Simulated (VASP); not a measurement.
Wanted: the native input for a VASP 6.6.1 run.

```yaml
Task: single point
Functional: PBEsol
Potentials_or_basis: VASP PAW PBE potentials, release 64 (In_d, Sb)
Cutoff: 500 eV
k_mesh: 14 × 14 × 8
Occupations: gaussian, width 0.15 eV
Spin: no spin polarisation
Dipole_correction: no
Further_INCAR_settings: ALGO = Normal; EDIFF = 1e-06; NBANDS = 16
```

The structure of InSb lies in POSCAR:

```
InSb
1.0
    3.1576362431      0.0000000000      0.0000000000
    0.0000000000      3.0361886953      0.0000000000
    0.0000000000      0.0000000000      5.8525016686
In Sb
1 1
Direct
    0.0000000000      0.0000000000      0.0000000000
    0.0000000000      0.0000000000      0.5000000000
```

This cell differs from its parent crystal: normal strain along x +0.0400, normal strain along z -0.0400.

These files were run (other wordings do the same):

INCAR

```
ALGO = Normal
EDIFF = 1E-6
ENCUT = 500
GGA = PS
GGA_COMPAT = F
ISIF = 2
ISMEAR = 0
LASPH = T
LCHARG = F
LREAL = F
LWAVE = F
NBANDS = 16
NELM = 120
PREC = Accurate
SIGMA = 0.15
```

KPOINTS

```
k-points
0
Gamma
  14 14 8
```

Potentials or basis: VASP PAW PBE potentials, release 64 (In_d, Sb).

The run is started by

```sh
$ cat potpaw_PBE.64/In_d/POTCAR potpaw_PBE.64/Sb/POTCAR > POTCAR
$ mpirun -np 1 vasp_std > vasp.out
```

It gave:

```json
{
  "Pressure": "0.4 GPa",
  "Band gap on the k mesh": "zero (bands 9 and 10 overlap by 5.19 eV)"
}
```

Caveat: the cell differs from its parent crystal (normal strain along x +0.0400, normal strain along z -0.0400); the PAW data sets were made with another functional, which shifts forces and pressure a little; spin-orbit coupling is left out, which moves the levels of the heavy elements.

It took 90 s on 1 thread of Intel(R) Xeon(R) Platinum 8488C (Sapphire Rapids), with other jobs on the host, peak memory 0.39 GiB.
